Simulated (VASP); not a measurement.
# KCdCO3F (k07) (P-6m2) in VASP: further runs

Runs on KCdCO3F (k07). Level: PBE. Tasks: relaxation of cell and atoms, single point.

All numbers are computed with VASP 6.6.1; they aren't measurements. Logs are shortened: lines on timing, memory, paths and dates and some standing lists are left out, and cuts for length are marked.

### Step 1. The cell of the first run

It takes space group P-6m2 (No. 187, hexagonal). Conventional cell: a = 5.132 Å, b = 5.132 Å, c = 4.432 Å, α = 90.00°, β = 90.00°, γ = 120.00°. Within 3.7 Å of K (site symmetry -6m2) lie 6 O at 2.80 Å and 3 F at 2.96 Å. Within 2.9 Å of Cd (site symmetry -6m2) lie 2 F at 2.22 Å and 6 O at 2.58 Å. C (site symmetry -6m2) has 3 O at 1.25 Å within 1.7 Å. Within 1.7 Å of O (site symmetry mm2) lie 1 C at 1.25 Å. F (site symmetry -6m2) has 2 Cd at 2.22 Å within 2.9 Å.

### Step 2. Relaxation of cell and atoms, PBE

Contents of INCAR:

```
PREC     = Accurate       # precision mode
ENCUT    = 600            # plane-wave cutoff, eV
EDIFF    = 1E-6           # SCF threshold, eV
ISMEAR   = 0              # smearing method
SIGMA    = 0.1            # smearing width, eV
LREAL    = False          # projectors in reciprocal space
LASPH    = True           # aspherical terms in the spheres
NELM     = 100            # most SCF steps
ALGO     = Normal         # electronic algorithm
ISIF     = 3              # what is computed and relaxed
LWAVE    = False          # write WAVECAR
LCHARG   = False          # write CHGCAR
GGA      = PE             # functional
IBRION   = 2              # ionic algorithm
NSW      = 100            # ionic steps
EDIFFG   = -0.05          # ionic threshold
```

Contents of KPOINTS:

```
Automatic mesh
0
Gamma
  6 6 4
```

Contents of POSCAR:

```
KCdCO3F
1.0
    5.1324000000      0.0000000000      0.0000000000
   -2.5662000000      4.4447887824      0.0000000000
    0.0000000000      0.0000000000      4.4324000000
K Cd C O F
1 1 1 3 1
Direct
    0.0000000000      0.0000000000      0.0000000000
    0.6666666667      0.3333333333      0.5000000000
    0.3333333333      0.6666666667      0.5000000000
    0.1925000000      0.3850000000      0.5000000000
    0.1925000000      0.8075000000      0.5000000000
    0.6150000000      0.8075000000      0.5000000000
    0.6666666667      0.3333333333      0.0000000000
```

Potentials or basis: VASP PAW PBE potentials, release 64 (K_sv, Cd, C, O, F).

Launch:

```sh
> cat potpaw_PBE.64/K_sv/POTCAR potpaw_PBE.64/Cd/POTCAR potpaw_PBE.64/C/POTCAR potpaw_PBE.64/O/POTCAR potpaw_PBE.64/F/POTCAR > POTCAR
> mpirun -np 1 vasp_std > vasp.out
```

OUTCAR:

```text
PREC = Accurate
   ENCUT = 600
   EDIFF = 1E-6
   ISMEAR = 0
   LREAL = False
   LASPH = True
   NELM = 100
   ISIF = 3
   GGA = PE
   IBRION = 2
   NSW = 100
   EDIFFG = -0.05

 ion  position               nearest neighbor table
   1  0.000  0.000  0.000-   6 2.80   6 2.80   5 2.80   5 2.80   4 2.80   4 2.80   2 3.70   2 3.70
                             2 3.70   2 3.70   2 3.70   2 3.70
   2  0.667  0.333  0.500-   7 2.22   7 2.22   4 2.58   6 2.58   5 2.58   5 2.58   4 2.58   6 2.58
                             1 3.70   1 3.70   1 3.70   1 3.70   1 3.70   1 3.70
   3  0.333  0.667  0.500-   5 1.25   6 1.25   4 1.25
   4  0.193  0.385  0.500-   3 1.25   2 2.58   2 2.58   1 2.80   1 2.80
   5  0.193  0.807  0.500-   3 1.25   2 2.58   2 2.58   1 2.80   1 2.80
   6  0.615  0.807  0.500-   3 1.25   2 2.58   2 2.58   1 2.80   1 2.80
   7  0.667  0.333  0.000-   2 2.22   2 2.22

  LATTYP: Found a hexagonal cell.
 ALAT       =     5.1324000000
 C/A-ratio  =     0.8636115657

  Lattice vectors:

 A1 = (   5.1324000000,   0.0000000000,   0.0000000000)
 A2 = (  -2.5662000000,   4.4447887824,   0.0000000000)
 A3 = (   0.0000000000,   0.0000000000,   4.4324000000)

Analysis of symmetry for initial positions (statically):
=====================================================================
 Subroutine PRICEL returns:
 Original cell was already a primitive cell.

 Routine SETGRP: Setting up the symmetry group for a
 hexagonal supercell.

 Subroutine GETGRP returns: Found 12 space group operations
 (whereof 12 operations were pure point group operations)
 out of a pool of 24 trial point group operations.

The static configuration has the point symmetry D_3h.

Analysis of symmetry for dynamics (positions and initial velocities):
=====================================================================
 Subroutine PRICEL returns:
 Original cell was already a primitive cell.

 Routine SETGRP: Setting up the symmetry group for a
 hexagonal supercell.

 Subroutine GETGRP returns: Found 12 space group operations
 (whereof 12 operations were pure point group operations)
 out of a pool of 24 trial point group operations.

The dynamic configuration has the point symmetry D_3h.

 Subroutine INISYM returns: Found 12 space group operations
 (whereof 12 operations are pure point group operations),
 and found     1 'primitive' translations

----------------------------------------------------------------------------------------

                                     Primitive cell

  volume of cell :     101.1138

[... 101 lines left out ...]
   ISYM   =      2    0-nonsym 1-usesym 2-fastsym
   POTIM  = 0.5000    time-step for ionic-motion
   TEBEG  =    0.0;   TEEND  =   0.0 temperature during run
   PSTRESS=    0.0 pullay stress
   NELECT =      50.0000    total number of electrons
   NUPDOWN=      -1.0000    fix difference up-down
   EMIN   =  10.00;   EMAX   =-10.00  energy-range for DOS
   EFERMI =   0.00;   METHOD = LEGACY
   ISMEAR =     0;   SIGMA  =   0.10  broadening in eV -4-tet -1-fermi 0-gaus
   EFERMI_NEDOS =   21; number of points for ismear=-14 and -15
   IALGO  =     38    algorithm
   IMIX   =      4    mixing-type and parameters
     AMIX     =   0.40;   BMIX     =  1.00
     AMIX_MAG =   1.60;   BMIX_MAG =  1.00
  volume/ion in A,a.u.               =      14.44        97.48
  Fermi-wavevector in a.u.,A,eV,Ry     =   1.294577  2.446396 22.802416  1.675930
  Thomas-Fermi vector in A             =   2.426151
   LORBIT       =      0    0 simple, 1 ext, 2 COOP (PROOUT), +10 PAW based schemes
   GGA     = PE    functional components
   LHFCALC =     F    Hartree Fock is set to
   AEXX    =    0.0000 exact exchange contribution
   IVDW    =     0    specifies the selected vdW correction
   LEPSILON=     F    determine dielectric tensor
   LRPA    =     F    only Hartree local field effects (RPA)
 conjugate gradient relaxation of ions
 non-spin polarized calculation
 Gauss-broadening in eV      SIGMA  =   0.10
  energy-cutoff  :      600.00
  volume of cell :      101.11
 maximum number of plane-waves:      3402
 NGX is ok and might be reduce to    42
   NGX = 21   NGY = 21   NGZ = 17

--------------------------------------- Ionic step        1  -------------------------------------------

 number of electron      49.9999990 magnetization

 Free energy of the ion-electron system (eV)
  ---------------------------------------------------
  ext. energy  EPLUGINS =         0.00000000
  ---------------------------------------------------
  free energy    TOTEN  =       -39.60892336 eV

  energy without entropy =      -39.60892336  energy(sigma->0) =      -39.60892336

------------------------ aborting loop because EDIFF is reached ----------------------------------------

  FORCE on cell =-STRESS in cart. coord.  units (eV):
  Direction    XX          YY          ZZ          XY          YZ          ZX
  --------------------------------------------------------------------------------------
  -------------------------------------------------------------------------------------
  Total        6.0569953      6.0569953      0.7463344      0.0000000      0.0000000      0.0000000
  in kB       95.9748073     95.9748073     11.8258808      0.0000000      0.0000000      0.0000000
  external PRESSURE =      67.9251651 kB  Pullay stress =       0.0000000 kB
[... 28 lines left out ...]
--------------------------------------- Ionic step        2  -------------------------------------------

 number of electron      49.9999996 magnetization

 E-fermi :  -0.3478     XC(G=0):  -8.9729

 val. band max:       -0.7916084901   @ k =   0.0000   0.0000   0.5000
 cond. band min:       0.8623050129   @ k =   0.0000   0.0000   0.0000
 fundamental gap:      1.6539135030
 Fermi energy:        -0.3478285330

 k-point     1 :       0.0000    0.0000    0.0000
  band No.  band energies     occupation
      1     -28.1039      2.00000
      2     -22.1846      2.00000
      3     -19.9488      2.00000
      4     -17.8208      2.00000
      5     -17.8208      2.00000
      6     -11.6339      2.00000
[... 886 lines left out ...]
--------------------------------------- Ionic step        7  -------------------------------------------

 number of electron      50.0000004 magnetization

 Free energy of the ion-electron system (eV)
  ---------------------------------------------------
  ext. energy  EPLUGINS =         0.00000000
  ---------------------------------------------------
  free energy    TOTEN  =       -39.83534856 eV

  energy without entropy =      -39.83534856  energy(sigma->0) =      -39.83534856

 E-fermi :   0.3303     XC(G=0):  -9.1949

 val. band max:       -0.1227668261   @ k =   0.0000   0.0000   0.5000
 cond. band min:       1.6106632187   @ k =   0.0000   0.0000   0.0000
 fundamental gap:      1.7334300448
 Fermi energy:         0.3303423400

 k-point     1 :       0.0000    0.0000    0.0000
  band No.  band energies     occupation
      1     -27.8782      2.00000
      2     -21.8933      2.00000
      3     -21.7081      2.00000
      4     -18.6306      2.00000
      5     -18.6306      2.00000
      6     -11.4246      2.00000
[... 716 lines left out ...]
  FREE ENERGIE OF THE ION-ELECTRON SYSTEM (eV)
  ---------------------------------------------------
  free  energy   TOTEN  =       -39.8353485554 eV

  energy  without entropy=      -39.8353485554  energy(sigma->0) =      -39.83534856

 reached required accuracy - stopping structural energy minimisation
```

OSZICAR:

```text
N       E                     dE             d eps       ncg     rms          rms(c)
DAV:   1     0.464670795508E+03    0.46467E+03   -0.29429E+04  1260   0.182E+03
[... 64 lines left out ...]
DAV:   1    -0.398790672138E+02   -0.47700E-01   -0.35610E+00  1260   0.136E+01    0.134E+00
DAV:   2    -0.398493583168E+02    0.29709E-01   -0.42112E-02  1464   0.163E+00    0.737E-01
DAV:   3    -0.398357474355E+02    0.13611E-01   -0.18481E-02  1498   0.110E+00    0.189E-01
DAV:   4    -0.398353775373E+02    0.36990E-03   -0.24040E-03  1512   0.396E-01    0.114E-01
DAV:   5    -0.398353552931E+02    0.22244E-04   -0.43212E-04  1502   0.144E-01    0.610E-02
DAV:   6    -0.398353527330E+02    0.25601E-05   -0.18180E-04  1488   0.104E-01    0.292E-02
DAV:   7    -0.398353484920E+02    0.42410E-05   -0.22530E-05  1428   0.397E-02    0.854E-03
DAV:   8    -0.398353485554E+02   -0.63405E-07   -0.79750E-06  1408   0.186E-02
   7 F= -.39835349E+02 E0= -.39835349E+02  d E =-.690614E-02
```

Wall time 3.7 min (1 thread of AMD EPYC 9R45 (Zen 5), shared host); peak memory 0.28 GiB.

Results:

- Free energy: -39.8353 eV
- Relaxed volume: 14.71 Å³/atom
- Relaxed cell: a = 5.139 Å, b = 5.139 Å, c = 4.501 Å, α = 90.00°, β = 90.00°, γ = 120.00°
- Space group after relaxing (to 0.05 Å): P-6m2 (No. 187)
- Energy gained by relaxing: 32.3 meV/atom
- Ionic steps: 7
- Pressure after relaxing: -0.1 GPa
- Largest force after relaxing: 0.041 eV/Å
- Band gap on the k mesh: 1.73 eV, indirect (the least direct gap lies 3.8 meV higher)

Forces on the atoms (eV/Å):
```
K    0.000  0.000  0.000
Cd   0.000  0.000  0.000
C    0.000  0.000  0.000
O    0.000 -0.041  0.000
O   -0.036  0.021  0.000
O    0.036  0.021  0.000
F    0.000  0.000  0.000
```

Step by step:
```
step  energy change (eV)  largest force (eV/Å)  pressure (GPa)  volume (Å³)
   1              0.0000                3.4376            6.79       101.11
   2              1.9221                6.4898          -14.15       110.30
   3             -0.2154                0.3732           -0.82       103.02
   4             -0.2193                0.0533           -0.16       102.81
   5             -0.2195                0.0411            0.04       102.75
   6             -0.2224                0.0410           -0.01       102.80
   7             -0.2264                0.0414           -0.11       102.95
```

Final structure:
```xyz
7
Lattice="5.1393 0.0000 0.0000 -2.5696 4.4508 0.0000 0.0000 0.0000 4.5008" Properties=species:S:1:pos:R:3 pbc="T T T"
K     5.1393    0.0000    0.0000
Cd    2.5696    1.4836    2.2504
C     0.0000    2.9672    2.2504
O     0.0000    1.6706    2.2504
O    -1.1229    3.6155    2.2504
O     1.1229    3.6155    2.2504
F     2.5696    1.4836    0.0000
```

Levels at points of the mesh, in eV from the valence-band top:
| k point | band 21 | band 22 | band 23 | band 24 | band 25 | band 26 | band 27 | band 28 | band 29 | band 30 |
| --- | --- | --- | --- | --- | --- | --- | --- | --- | --- | --- |
| (0.00, 0.00, 0.00) | -1.74 | -1.74 | -1.42 | -1.42 | 0.00 | 1.73 | 5.77 | 6.25 | 8.86 | 9.08 |
| (0.50, 0.00, 0.00) | -2.89 | -1.90 | -1.41 | -1.39 | -0.15 | 3.89 | 5.84 | 6.06 | 8.39 | 9.51 |
| (0.00, 0.00, 0.50) | -1.89 | -1.89 | -1.36 | -1.36 | 0.00 | 3.90 | 5.08 | 6.29 | 9.03 | 9.03 |
| (0.50, 0.00, 0.50) | -2.15 | -1.65 | -1.40 | -1.32 | -0.15 | 5.33 | 5.92 | 6.86 | 7.67 | 8.28 |

Caveat: the relaxation stopped at a loose force limit of 0.05 eV/Å, so its end isn't a converged minimum.

### Step 3. Single point, PBE

This run uses another cell than the first one, of 14.63 Å³/atom, 1.013 times its volume.

Contents of INCAR:

```
PREC = Accurate ; ENCUT = 520
EDIFF = 1E-6 ; ISMEAR = 0
SIGMA = 0.02 ; LREAL = F
LASPH = T ; NELM = 80
ALGO = Normal ; ISIF = 2
LWAVE = F ; LCHARG = F
GGA = PE ; NBANDS = 34
```

Contents of KPOINTS:

```
Automatic mesh
0
Gamma
  9 9 10
```

Contents of POSCAR:

```
KCdCO3F
1.0
    5.1320671306      0.0000000000      0.0000000000
   -2.5660335653      4.4445005090      0.0000000000
    0.0000000000      0.0000000000      4.4894507467
K Cd C O F
1 1 1 3 1
Direct
    0.0000000000      0.0000000000      0.0000000000
    0.6666666667      0.3333333333      0.5000000000
    0.3333333333      0.6666666667      0.5000000000
    0.1878599463      0.3757198926      0.5000000000
    0.1878599463      0.8121400537      0.5000000000
    0.6242801074      0.8121400537      0.5000000000
    0.6666666667      0.3333333333      0.0000000000
```

Potentials or basis: VASP PAW PBE potentials, release 64 (K_sv, Cd, C, O, F).

Launch:

```sh
> cat potpaw_PBE.64/K_sv/POTCAR potpaw_PBE.64/Cd/POTCAR potpaw_PBE.64/C/POTCAR potpaw_PBE.64/O/POTCAR potpaw_PBE.64/F/POTCAR > POTCAR
> mpirun -np 1 vasp_std > vasp.out
```

It took 2.7 min on 1 thread of AMD EPYC 9R45 (Zen 5), shared host; peak memory 0.38 GiB.

The run converged. Its results:

```
Free energy            : -39.8233 eV
Pressure               : 0.7 GPa
Largest force          : 0.259 eV/Å
Band gap on the k mesh : 1.75 eV, indirect (the least direct gap lies 4.0 meV higher)
```

Forces on the atoms (eV/Å):
```
K    0.000  0.000  0.000
Cd   0.000  0.000  0.000
C    0.000  0.000  0.000
O    0.000 -0.259  0.000
O   -0.224  0.130  0.000
O    0.224  0.130  0.000
F    0.000  0.000  0.000
```

Stress tensor (GPa, compression positive):
```
0.93 0.00 0.00
0.00 0.93 0.00
0.00 0.00 0.34
```

Levels at points of the mesh, in eV from the valence-band top:
| k point | band 23 | band 24 | band 25 | band 26 | band 27 | band 28 |
| --- | --- | --- | --- | --- | --- | --- |
| (0.00, 0.00, 0.00) | -1.44 | -1.44 | 0.00 | 1.75 | 5.81 | 6.25 |
| (0.00, 0.00, 0.50) | -1.37 | -1.37 | 0.00 | 3.93 | 5.10 | 6.31 |

A k mesh can miss the band edges.
